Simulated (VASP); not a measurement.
# H3Pt (I4/mmm) in VASP: single point with PBEsol

Aim: the single point of H3Pt with PBEsol.

Everything below comes from runs of VASP 6.6.1. Logs are shortened: lines on timing, memory, paths and dates and some standing lists are left out, and cuts for length are marked.

## (1) The cell of the first run

The structure is tetragonal, space group I4/mmm (No. 139). The conventional cell has a = 2.818 Å, b = 2.818 Å, c = 5.601 Å, α = 90.00°, β = 90.00°, γ = 90.00°. Pt (site symmetry 4/mmm) has 12 H at 1.99 Å within 2.6 Å. Within 2.6 Å of H (site symmetry -4m2) lie 4 Pt at 1.99 Å and 8 H at 1.99 Å. H (site symmetry 4/mmm) has 8 H at 1.99 Å and 4 Pt at 1.99 Å within 2.6 Å.

## (2) Single point, PBEsol (Hf replaced by Pt, lengths x 0.913, strained)

INCAR

```
SYSTEM = H3Pt
PREC = Accurate ; ENCUT = 520
EDIFF = 1E-6 ; ISMEAR = 0
SIGMA = 0.1 ; LREAL = .FALSE.
LASPH = .TRUE. ; NELM = 100
ALGO = Normal ; ISIF = 2
LWAVE = .FALSE. ; LCHARG = .FALSE.
GGA = PS ; NBANDS = 14
```

KPOINTS

```
regular mesh
0
G
  8 8 8
  0 0 0
```

POSCAR

```
H3Pt
1.0
   -1.4089843944      1.4089843944      2.8004390008
    1.4089843944     -1.4089843944      2.8004390008
    1.4089843944      1.4089843944     -2.8004390008
Pt H
1 3
Direct
    0.0000000000      0.0000000000      0.0000000000
    0.7500000000      0.2500000000      0.5000000000
    0.2500000000      0.7500000000      0.5000000000
    0.5000000000      0.5000000000      0.0000000000
```

Potentials or basis: VASP PAW PBE potentials, release 64 (Pt, H).

Run with:

```sh
cat potpaw_PBE.64/Pt/POTCAR potpaw_PBE.64/H/POTCAR > POTCAR
mpirun -np 1 vasp_std > vasp.out
```

OUTCAR:

```text
SYSTEM = H3Pt
   PREC = Accurate
   ENCUT = 520
   EDIFF = 1E-6
   ISMEAR = 0
   LREAL = .FALSE.
   LASPH = .TRUE.
   NELM = 100
   ISIF = 2
   GGA = PS

 ion  position               nearest neighbor table
   1  0.000  0.000  0.000-   2 1.99   3 1.99   2 1.99   3 1.99   2 1.99   3 1.99   2 1.99   3 1.99
                             4 1.99   4 1.99   4 1.99   4 1.99
   2  0.750  0.250  0.500-   1 1.99   1 1.99   1 1.99   1 1.99
   3  0.250  0.750  0.500-   1 1.99   1 1.99   1 1.99   1 1.99
   4  0.500  0.500  0.000-   1 1.99   1 1.99   1 1.99   1 1.99

  LATTYP: Found a body centered tetragonal cell.
 ALAT       =     2.8179687888
 C/A-ratio  =     1.9875585648

  Lattice vectors:

 A1 = (  -1.4089843944,   1.4089843944,   2.8004390008)
 A2 = (   1.4089843944,  -1.4089843944,   2.8004390008)
 A3 = (   1.4089843944,   1.4089843944,  -2.8004390008)

Analysis of symmetry for initial positions (statically):
=====================================================================
 Subroutine PRICEL returns:
 Original cell was already a primitive cell.

 Routine SETGRP: Setting up the symmetry group for a
 body centered tetragonal supercell.

 Subroutine GETGRP returns: Found 16 space group operations
 (whereof 16 operations were pure point group operations)
 out of a pool of 16 trial point group operations.

The static configuration has the point symmetry D_4h.

Analysis of symmetry for dynamics (positions and initial velocities):
=====================================================================
 Subroutine PRICEL returns:
 Original cell was already a primitive cell.

 Routine SETGRP: Setting up the symmetry group for a
 body centered tetragonal supercell.

 Subroutine GETGRP returns: Found 16 space group operations
 (whereof 16 operations were pure point group operations)
 out of a pool of 16 trial point group operations.

The dynamic configuration has the point symmetry D_4h.

 Subroutine INISYM returns: Found 16 space group operations
 (whereof 16 operations are pure point group operations),
 and found     1 'primitive' translations

----------------------------------------------------------------------------------------

                                     Primitive cell

  volume of cell :      22.2381

  direct lattice vectors                    reciprocal lattice vectors
    -1.408984394  1.408984394  2.800439001     0.000000000  0.354865534  0.178543435
     1.408984394 -1.408984394  2.800439001     0.354865534  0.000000000  0.178543435
[... 104 lines left out ...]
   ISMEAR =     0;   SIGMA  =   0.10  broadening in eV -4-tet -1-fermi 0-gaus
   EFERMI_NEDOS =   21; number of points for ismear=-14 and -15
   IALGO  =     38    algorithm
   IMIX   =      4    mixing-type and parameters
     AMIX     =   0.40;   BMIX     =  1.00
     AMIX_MAG =   1.60;   BMIX_MAG =  1.00
  volume/ion in A,a.u.               =       5.56        37.52
  Fermi-wavevector in a.u.,A,eV,Ry     =   1.368852  2.586755 25.493991  1.873755
  Thomas-Fermi vector in A             =   2.494779
   LORBIT       =      0    0 simple, 1 ext, 2 COOP (PROOUT), +10 PAW based schemes
   GGA     = PS    functional components
   LHFCALC =     F    Hartree Fock is set to
   AEXX    =    0.0000 exact exchange contribution
   IVDW    =     0    specifies the selected vdW correction
   LEPSILON=     F    determine dielectric tensor
   LRPA    =     F    only Hartree local field effects (RPA)
 non-spin polarized calculation
 Gauss-broadening in eV      SIGMA  =   0.10
  energy-cutoff  :      520.00
  volume of cell :       22.24
 maximum number of plane-waves:       631
 NGX is ok and might be reduce to    28
   NGX = 13   NGY = 13   NGZ = 13

 number of electron      12.9999999 magnetization

 Free energy of the ion-electron system (eV)
  ---------------------------------------------------
  ext. energy  EPLUGINS =         0.00000000
  ---------------------------------------------------
  free energy    TOTEN  =       -14.46203917 eV

  energy without entropy =      -14.45615745  energy(sigma->0) =      -14.45909831

 E-fermi :  10.4048     XC(G=0): -13.0316

 val. band max:       10.4013754061   @ k =  -0.1250  -0.3750   0.1250
 cond. band min:      10.4073362479   @ k =   0.5000   0.0000   0.0000
 fundamental gap:      0.0059608417
 Fermi energy:        10.4047655601

 k-point     1 :       0.0000    0.0000    0.0000
  band No.  band energies     occupation
      1      -4.8738      2.00000
      2       3.2565      2.00000
      3       3.2775      2.00000
      4       5.8996      2.00000
      5       5.8996      2.00000
      6       7.4209      2.00000
      7      10.5615      0.02668
      8      15.1575      0.00000
      9      17.4423      0.00000
     10      22.9203      0.00000
     11      22.9203      0.00000
     12      25.1453      0.00000
     13      26.0349      0.00000
     14      27.9832      0.00000
[... 377 lines left out ...]
      1       0.5944      2.00000
      2       0.6171      2.00000
      3       3.2151      2.00000
      4       5.1431      2.00000
      5       6.7857      2.00000
      6       7.9299      2.00000
      7      10.3849      1.22173
      8      12.4768      0.00000
      9      16.0391      0.00000
     10      17.6915      0.00000
     11      20.2811      0.00000
     12      24.2648      0.00000
     13      26.7943      0.00000
     14      31.9415      0.00000

 [... further k-points ...]

------------------------ aborting loop because EDIFF is reached ----------------------------------------

  FORCE on cell =-STRESS in cart. coord.  units (eV):
  Direction    XX          YY          ZZ          XY          YZ          ZX
  --------------------------------------------------------------------------------------
  -------------------------------------------------------------------------------------
  Total        2.1658547      2.1658547      7.3148892      0.0000000      0.0000000      0.0000000
  in kB      156.0419729    156.0419729    527.0112209      0.0000000      0.0000000      0.0000000
  external PRESSURE =     279.6983889 kB  Pullay stress =       0.0000000 kB

 VOLUME and BASIS-vectors are now :
 -----------------------------------------------------------------------------
  energy-cutoff  :      520.00
  volume of cell :       22.24
      direct lattice vectors                 reciprocal lattice vectors
    -1.408984394  1.408984394  2.800439001     0.000000000  0.354865534  0.178543435
     1.408984394 -1.408984394  2.800439001     0.354865534  0.000000000  0.178543435
     1.408984394  1.408984394 -2.800439001     0.354865534  0.354865534  0.000000000

 POSITION                                       TOTAL-FORCE (eV/Angst)
 -----------------------------------------------------------------------------------
      0.00000      0.00000      0.00000         0.000000      0.000000     -0.000000
      0.00000      1.40898      1.40022        -0.000000      0.000000      0.000000
      1.40898      0.00000      1.40022         0.000000     -0.000000     -0.000000
      0.00000      0.00000      2.80044         0.000000      0.000000     -0.000000
 -----------------------------------------------------------------------------------
    total drift:                               -0.000000     -0.000000     -0.000000

  FREE ENERGIE OF THE ION-ELECTRON SYSTEM (eV)
  ---------------------------------------------------
  free  energy   TOTEN  =       -14.4620391747 eV

  energy  without entropy=      -14.4561574514  energy(sigma->0) =      -14.45909831
```

Run time: 24 s. Hardware: 1 thread of AMD EPYC 7R13 (Zen 3), shared host; peak memory 0.14 GiB.

What came out:

- Free energy: -14.4620 eV
- Pressure: 28.0 GPa

Levels at points of the mesh, in eV from the Fermi level:
| k point | band 2 | band 3 | band 4 | band 5 | band 6 | band 7 | band 8 | band 9 | band 10 | band 11 |
| --- | --- | --- | --- | --- | --- | --- | --- | --- | --- | --- |
| (0.00, 0.00, 0.00) | -7.15 | -7.13 | -4.51 | -4.51 | -2.98 | 0.16 | 4.75 | 7.04 | 12.52 | 12.52 |
| (0.50, 0.00, 0.00) | -9.14 | -6.90 | -4.84 | -3.41 | -3.39 | -1.91 | 0.00 | 8.40 | 9.92 | 13.77 |
| (0.50, 0.50, 0.00) | -9.57 | -6.11 | -4.51 | -3.87 | -1.57 | 3.08 | 3.22 | 3.48 | 5.15 | 5.25 |
| (0.50, 0.50, 0.50) | -10.01 | -8.67 | -3.11 | -3.11 | -2.81 | -2.04 | 4.73 | 7.32 | 7.32 | 7.99 |

Caveat: the k points lie up to 0.39 Å⁻¹ apart; the cell differs from its parent crystal (Hf replaced by Pt, lengths x 0.913, strained); the PAW data sets were made with another functional, which shifts forces and pressure a little; spin-orbit coupling is left out, which moves the levels of the heavy elements.
